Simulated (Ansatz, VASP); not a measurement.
Al: VASP beside Ansatz

```
Al
1.0
    -2.63981    2.63981    1.34833
     2.63981   -2.63981    1.34833
     2.63981    2.63981   -1.34833
Al
2
Cartesian
  0.0000 0.0000 0.0000
  0.0000 2.6398 0.6742
```

Alike in both runs: functional r2SCAN; k mesh 22 × 22 × 22; occupations gaussian, width 0.1 eV; no spin polarisation.

Ansatz relaxed the structure, and its values are those at the end. VASP's run is a single point on that final structure, the one shown.

|  | VASP | Ansatz |
| --- | --- | --- |
| version | VASP 6.6.1 | Ansatz 0.2.0 |
| potentials or method | VASP PAW PBE potentials, release 64 (Al), cutoff 520 eV | scalar-relativistic, plane waves, PAW |
| valence electrons in the cell | 6 | 6 |

Ansatz gave:

* gap on the k mesh at the Fermi level (eV): none
* pressure (GPa): 0.0

Task: Estimate VASP's values.

Result: gap on the k mesh at the Fermi level (eV): none; pressure (GPa): -0.2.

VASP's potentials were made for PBE, not for r2SCAN. A gap of «none» marks a metal or a gap that the smearing closes. With one functional, cell and mesh, what is left measures potentials, basis and numerics.
